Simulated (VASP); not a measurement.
# Pb (Fm-3m) in VASP: further runs

Runs on Pb. Level: PBE. Tasks: single point.

Everything below comes from runs of VASP 6.6.1. Logs are shortened: lines on timing, memory, paths and dates and some standing lists are left out, and cuts for length are marked.

## Step 1: The cell of the first run

Symmetry: Fm-3m, No. 225, cubic system. Conventional cell: a = 5.035 Å, b = 5.035 Å, c = 5.035 Å, α = 90.00°, β = 90.00°, γ = 90.00°. Within 4.7 Å of Pb (site symmetry m-3m) lie 12 Pb at 3.56 Å.

## Step 2: Single point, PBE

INCAR reads:

```
SYSTEM = Pb
PREC = Accurate
ENCUT = 520
EDIFF = 1E-6
ISMEAR = -1
SIGMA = 0.6
LREAL = .False.
LASPH = .True.
NELM = 60
ALGO = Normal
ISIF = 2
LWAVE = .False.
LCHARG = .True.
GGA = PE
LELF = .True.
LVHAR = .True.
NBANDS = 13
```

KPOINTS reads:

```
regular mesh
0
Gamma
  11 11 11
  0 0 0
```

POSCAR reads:

```
Pb
1.0
    0.0000000000      2.5175937382      2.5175937382
    2.5175937382      0.0000000000      2.5175937382
    2.5175937382      2.5175937382      0.0000000000
Pb
1
Direct
    0.0000000000      0.0000000000      0.0000000000
```

Potentials or basis: VASP PAW PBE potentials, release 64 (Pb_d).

Run with:

```
$ cat potpaw_PBE.64/Pb_d/POTCAR > POTCAR
$ mpirun -np 1 vasp_std > vasp.out
```

OUTCAR:

```text
SYSTEM = Pb
   PREC = Accurate
   ENCUT = 520
   EDIFF = 1E-6
   ISMEAR = -1
   LREAL = .False.
   LASPH = .True.
   NELM = 60
   ISIF = 2
   GGA = PE

 ion  position               nearest neighbor table
   1  0.000  0.000  0.000-

  LATTYP: Found a face centered cubic cell.
 ALAT       =     5.0351874764

  Lattice vectors:

 A1 = (   0.0000000000,   2.5175937382,   2.5175937382)
 A2 = (   2.5175937382,   0.0000000000,   2.5175937382)
 A3 = (   2.5175937382,   2.5175937382,   0.0000000000)

Analysis of symmetry for initial positions (statically):
=====================================================================
 Subroutine PRICEL returns:
 Original cell was already a primitive cell.

 Routine SETGRP: Setting up the symmetry group for a
 face centered cubic supercell.

 Subroutine GETGRP returns: Found 48 space group operations
 (whereof 48 operations were pure point group operations)
 out of a pool of 48 trial point group operations.

The static configuration has the point symmetry O_h .

Analysis of symmetry for dynamics (positions and initial velocities):
=====================================================================
 Subroutine PRICEL returns:
 Original cell was already a primitive cell.

 Routine SETGRP: Setting up the symmetry group for a
 face centered cubic supercell.

 Subroutine GETGRP returns: Found 48 space group operations
 (whereof 48 operations were pure point group operations)
 out of a pool of 48 trial point group operations.

The dynamic configuration has the point symmetry O_h .

 Subroutine INISYM returns: Found 48 space group operations
 (whereof 48 operations are pure point group operations),
 and found     1 'primitive' translations

----------------------------------------------------------------------------------------

                                     Primitive cell

  volume of cell :      31.9144

  direct lattice vectors                    reciprocal lattice vectors
     0.000000000  2.517593738  2.517593738    -0.198602337  0.198602337  0.198602337
     2.517593738  0.000000000  2.517593738     0.198602337 -0.198602337  0.198602337
     2.517593738  2.517593738  0.000000000     0.198602337  0.198602337 -0.198602337

  length of vectors
     3.560415209  3.560415209  3.560415209     0.343989338  0.343989338  0.343989338

  position of ions in fractional coordinates (direct lattice)
     0.000000000  0.000000000  0.000000000

  ion indices of the primitive-cell ions
   primitive index   ion index
                 1           1

----------------------------------------------------------------------------------------

 KPOINTS: regular mesh

Automatic generation of k-mesh.
 Grid dimensions read from file:
 generate k-points for:   11   11   11

 Generating k-lattice:

  Cartesian coordinates                     Fractional coordinates (reciprocal lattice)
    -0.018054758  0.018054758  0.018054758     0.090909091  0.000000000  0.000000000
     0.018054758 -0.018054758  0.018054758     0.000000000  0.090909091  0.000000000
     0.018054758  0.018054758 -0.018054758     0.000000000  0.000000000  0.090909091

  Length of vectors
     0.031271758  0.031271758  0.031271758

  Shift w.r.t. Gamma in fractional coordinates (k-lattice)
     0.000000000  0.000000000  0.000000000

 Subroutine IBZKPT returns following result:
 ===========================================

 Found     56 irreducible k-points:

 Following reciprocal coordinates:
            Coordinates               Weight
  0.000000  0.000000  0.000000      1.000000
  0.090909  0.000000  0.000000      8.000000
  0.181818  0.000000  0.000000      8.000000
  0.272727  0.000000  0.000000      8.000000
  0.363636  0.000000  0.000000      8.000000
  0.454545  0.000000  0.000000      8.000000
[... 16 lines left out ...]
 -0.272727  0.181818  0.000000     24.000000
 -0.181818  0.181818  0.000000     12.000000
 [... further k-points ...]
   k-points           NKPTS =     56   k-points in BZ     NKDIM =     56   number of bands    NBANDS=     13
   number of dos      NEDOS =    301   number of ions     NIONS =      1
   total plane-waves  NPLWV =  21952
   dimension x,y,z NGX =    28 NGY =   28 NGZ =   28
   dimension x,y,z NGXF=    56 NGYF=   56 NGZF=   56
   ions per type =               1
   NGX,Y,Z   is equivalent  to a cutoff of  13.07, 13.07, 13.07 a.u.
   NGXF,Y,Z  is equivalent  to a cutoff of  26.15, 26.15, 26.15 a.u.
 SYSTEM =  Pb
   PREC   = accura    normal or accurate (medium, high low for compatibility)
   ISTART =      0    job   : 0-new  1-cont  2-samecut
   ICHARG =      2    charge: 1-file 2-atom 10-const
   ISPIN  =      1    spin polarized calculation?
   LNONCOLLINEAR =      F non collinear calculations
   LSORBIT =      F    spin-orbit coupling
   LASPH  =      T    aspherical Exc in radial PAW
   ENCUT  =  520.0 eV  38.22 Ry    6.18 a.u.   6.62  6.62  6.62*2*pi/ulx,y,z
   NELM   =     60;   NELMIN=  2; NELMDL= -5     # of ELM steps
   EDIFF  = 0.1E-05   stopping-criterion for ELM
   LREAL  =      F    real-space projection
   EDIFFG = 0.1E-04   stopping-criterion for IOM
   NSW    =      0    number of steps for IOM
   IBRION =     -1    ionic relax: 0-MD 1-quasi-New 2-CG
   NFREE  =      0    steps in history (QN), initial steepest desc. (CG)
   ISIF   =      2    stress and relaxation
   ISYM   =      2    0-nonsym 1-usesym 2-fastsym
   POTIM  = 0.5000    time-step for ionic-motion
   TEBEG  =    0.0;   TEEND  =   0.0 temperature during run
   PSTRESS=    0.0 pullay stress
   NELECT =      14.0000    total number of electrons
   NUPDOWN=      -1.0000    fix difference up-down
   EMIN   =  10.00;   EMAX   =-10.00  energy-range for DOS
   EFERMI =   0.00;   METHOD = LEGACY
   ISMEAR =    -1;   SIGMA  =   0.60  broadening in eV -4-tet -1-fermi 0-gaus
   EFERMI_NEDOS =   21; number of points for ismear=-14 and -15
   IALGO  =     38    algorithm
   IMIX   =      4    mixing-type and parameters
     AMIX     =   0.40;   BMIX     =  1.00
     AMIX_MAG =   1.60;   BMIX_MAG =  1.00
  volume/ion in A,a.u.               =      31.91       215.37
  Fermi-wavevector in a.u.,A,eV,Ry     =   1.243909  2.350647 21.052417  1.547309
  Thomas-Fermi vector in A             =   2.378199
   LORBIT       =      0    0 simple, 1 ext, 2 COOP (PROOUT), +10 PAW based schemes
   GGA     = PE    functional components
   LHFCALC =     F    Hartree Fock is set to
   AEXX    =    0.0000 exact exchange contribution
   IVDW    =     0    specifies the selected vdW correction
   LEPSILON=     F    determine dielectric tensor
   LRPA    =     F    only Hartree local field effects (RPA)
 non-spin polarized calculation
  energy-cutoff  :      520.00
  volume of cell :       31.91
 maximum number of plane-waves:       881
   NGX = 13   NGY = 13   NGZ = 13

 number of electron      14.0000003 magnetization

 Free energy of the ion-electron system (eV)
  ---------------------------------------------------
  ext. energy  EPLUGINS =         0.00000000
  ---------------------------------------------------
  free energy    TOTEN  =        -3.89354687 eV

  energy without entropy =       -3.21050926  energy(sigma->0) =       -3.55202806

 E-fermi :   6.7074     XC(G=0):  -9.9400

 val. band max:        6.6850631786   @ k =   0.3636   0.2727   0.0000
 cond. band min:       6.7760477122   @ k =   0.2727   0.0000   0.0000
 fundamental gap:      0.0909845337
 Fermi energy:         6.7074016944

 k-point     1 :       0.0000    0.0000    0.0000
  band No.  band energies     occupation
      1     -10.3090      2.00000
      2     -10.3090      2.00000
      3     -10.3090      2.00000
      4     -10.1893      2.00000
      5     -10.1893      2.00000
      6      -4.6935      2.00000
      7      13.7431      0.00002
      8      13.7431      0.00002
      9      13.7431      0.00002
     10      16.4526      0.00000
     11      17.4199      0.00000
     12      18.8389      0.00000
     13      18.8389      0.00000

 k-point     2 :       0.0909    0.0000    0.0000
  band No.  band energies     occupation
      1     -10.3090      2.00000
      2     -10.2991      2.00000
      3     -10.2991      2.00000
      4     -10.1897      2.00000
      5     -10.1897      2.00000
      6      -4.5428      2.00000
      7      12.0721      0.00026
      8      13.5595      0.00002
      9      13.5595      0.00002
     10      16.0736      0.00000
     11      18.2385      0.00000
     12      19.1674      0.00000
     13      19.1674      0.00000

 k-point     3 :       0.1818    0.0000    0.0000
  band No.  band energies     occupation
      1     -10.3103      2.00000
      2     -10.2814      2.00000
      3     -10.2814      2.00000
      4     -10.1812      2.00000
      5     -10.1812      2.00000
      6      -4.0922      2.00000
      7       9.3703      0.02336
      8      13.1301      0.00004
      9      13.1301      0.00004
     10      15.6657      0.00000
     11      18.9033      0.00000
     12      19.3757      0.00000
     13      19.3763      0.00000

 k-point     4 :       0.2727    0.0000    0.0000
  band No.  band energies     occupation
      1     -10.3149      2.00000
      2     -10.2797      2.00000
      3     -10.2797      2.00000
      4     -10.1480      2.00000
      5     -10.1480      2.00000
      6      -3.3561      2.00000
      7       6.7760      0.94286
      8      12.6535      0.00010
      9      12.6535      0.00010
     10      15.4480      0.00000
     11      17.7131      0.00000
     12      18.5661      0.00000
     13      18.5661      0.00000

 k-point     5 :       0.3636    0.0000    0.0000
  band No.  band energies     occupation
      1     -10.3216      2.00000
      2     -10.2898      2.00000
      3     -10.2898      2.00000
      4     -10.1050      2.00000
      5     -10.1050      2.00000
      6      -2.4028      2.00000
      7       4.5418      1.94728
      8      12.2666      0.00019
      9      12.2666      0.00019
     10      15.4376      0.00000
     11      16.7708      0.00000
     12      17.9675      0.00000
     13      17.9675      0.00000
[... 257 lines left out ...]
 k-point    22 :      -0.3636    0.1818    0.0000
  band No.  band energies     occupation
      1     -10.3170      2.00000
      2     -10.2699      2.00000
      3     -10.2385      2.00000
      4     -10.1192      2.00000
      5     -10.1118      2.00000
      6      -1.3435      2.00000
      7       3.9812      1.97896
      8       8.3313      0.12518
      9      11.4810      0.00070
     10      14.5497      0.00000
     11      18.3452      0.00000
     12      19.1382      0.00000
     13      22.0335      0.00000

 k-point    23 :      -0.2727    0.1818    0.0000
  band No.  band energies     occupation
      1     -10.2972      2.00000
      2     -10.2838      2.00000
      3     -10.2316      2.00000
      4     -10.1663      2.00000
      5     -10.1161      2.00000
      6      -2.2526      2.00000
      7       5.6347      1.71331
      8       8.3802      0.11596
      9      12.3107      0.00018
     10      15.2581      0.00000
     11      18.1038      0.00000
     12      18.9644      0.00000
     13      20.4248      0.00000

 k-point    24 :      -0.1818    0.1818    0.0000
  band No.  band energies     occupation
      1     -10.3017      2.00000
      2     -10.2793      2.00000
      3     -10.2270      2.00000
      4     -10.2134      2.00000
      5     -10.1274      2.00000
      6      -3.1147      2.00000
      7       7.4194      0.46774
      8       9.1398      0.03412
      9      13.1582      0.00004
     10      16.2507      0.00000
     11      17.6063      0.00000
     12      18.7816      0.00000
     13      19.1837      0.00000

 [... further k-points ...]

------------------------ aborting loop because EDIFF is reached ----------------------------------------

  FORCE on cell =-STRESS in cart. coord.  units (eV):
  Direction    XX          YY          ZZ          XY          YZ          ZX
  --------------------------------------------------------------------------------------
  -------------------------------------------------------------------------------------
  Total        0.2874949      0.2874949      0.2874949     -0.0000000      0.0000000      0.0000000
  in kB       14.4329055     14.4329055     14.4329055     -0.0000000      0.0000000      0.0000000
  external PRESSURE =      14.4329055 kB  Pullay stress =       0.0000000 kB

 VOLUME and BASIS-vectors are now :
 -----------------------------------------------------------------------------
  energy-cutoff  :      520.00
  volume of cell :       31.91
      direct lattice vectors                 reciprocal lattice vectors
     0.000000000  2.517593738  2.517593738    -0.198602337  0.198602337  0.198602337
     2.517593738  0.000000000  2.517593738     0.198602337 -0.198602337  0.198602337
     2.517593738  2.517593738  0.000000000     0.198602337  0.198602337 -0.198602337

 POSITION                                       TOTAL-FORCE (eV/Angst)
 -----------------------------------------------------------------------------------
      0.00000      0.00000      0.00000        -0.000000     -0.000000      0.000000
 -----------------------------------------------------------------------------------
    total drift:                               -0.000000     -0.000000     -0.000000

  FREE ENERGIE OF THE ION-ELECTRON SYSTEM (eV)
  ---------------------------------------------------
  free  energy   TOTEN  =        -3.8935468703 eV

  energy  without entropy=       -3.2105092550  energy(sigma->0) =       -3.55202806
```

Wall time 21 s (1 thread of AMD EPYC 9R45 (Zen 5), shared host); peak memory 0.13 GiB.

What came out:

```
Free energy            : -3.8935 eV
Pressure               : 1.4 GPa
Band gap on the k mesh : zero (band 7 reaches 13.74 eV, above the bottom of band 8 at 5.38 eV)
```

Caveat: spin-orbit coupling is left out, which moves the levels of the heavy elements.

## Step 3: Single point, PBE

INCAR reads:

```
SYSTEM = Pb
ALGO = Normal
EDIFF = 1E-6
ENCUT = 520
GGA = PE
ISIF = 2
ISMEAR = -1
LASPH = .TRUE.
LCHARG = .TRUE.
LELF = .TRUE.
LREAL = .FALSE.
LVHAR = .TRUE.
LWAVE = .FALSE.
NBANDS = 13
NELM = 100
PREC = Accurate
SIGMA = 1.0
```

KPOINTS reads:

```
k-points
0
G
  11 11 11
  0 0 0
```

POSCAR is that of step 2.

Potentials or basis: VASP PAW PBE potentials, release 64 (Pb_d).

Run with:

```
$ cat potpaw_PBE.64/Pb_d/POTCAR > POTCAR
$ mpirun -np 1 vasp_std > vasp.out
```

Run time: 21 s. Hardware: 1 thread of AMD EPYC 9R45 (Zen 5), shared host; peak memory 0.13 GiB.

Results (log left out):

```
Free energy            : -4.5050 eV
Pressure               : 4.0 GPa
Band gap on the k mesh : zero (band 7 reaches 13.75 eV, above the bottom of band 8 at 5.38 eV)
```

Levels at points of the mesh, in eV from the Fermi level:
```tsv
k point	band 5	band 6	band 7	band 8	band 9	band 10
(0.00, 0.00, 0.00)	-16.80	-11.32	7.11	7.11	7.11	9.82
```

Caveat: spin-orbit coupling is left out, which moves the levels of the heavy elements.
